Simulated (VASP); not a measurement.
A run of VASP 6.6.1 is set up as follows.

The input INCAR:

```
SYSTEM = Bi
PREC = Accurate ; ENCUT = 500
EDIFF = 1E-6 ; ISMEAR = -1
SIGMA = 0.1 ; LREAL = .FALSE.
LASPH = .TRUE. ; NELM = 120
ALGO = Normal ; ISIF = 2
LWAVE = .FALSE. ; LCHARG = .FALSE.
GGA = RP ; NBANDS = 22
GGA_COMPAT = .FALSE.
```

KPOINTS

```
Automatic mesh
0
G
  14 14 14
  0 0 0
```

File POSCAR:

```
Bi
1.0
    2.2068808194      1.2741432351      4.0571822426
   -2.2068808194      1.2741432351      4.0571822426
    0.0000000000     -2.5482864703      4.0571822425
Bi
2
Direct
    0.2307775109      0.2307775109      0.2307775109
    0.7692224891      0.7692224891      0.7692224891
```

Potentials or basis: VASP PAW PBE potentials, release 64 (Bi_d).

Command:

```sh
$ cat potpaw_PBE.64/Bi_d/POTCAR > POTCAR
$ mpirun -np 1 vasp_std > vasp.out
```

(1) What does it give for the band gap on the k mesh?

(2) Estimate the pressure.

(3) Predict the largest force.

## Answers

(1) zero (bands 15 and 16 overlap by 0.37 eV).

(2) 6.4 GPa.

(3) 0.760 eV/Å.

Caveat: the cell stands under pressure; the PAW data sets were made with another functional, which shifts forces and pressure a little; spin-orbit coupling is left out, which moves the levels of the heavy elements.
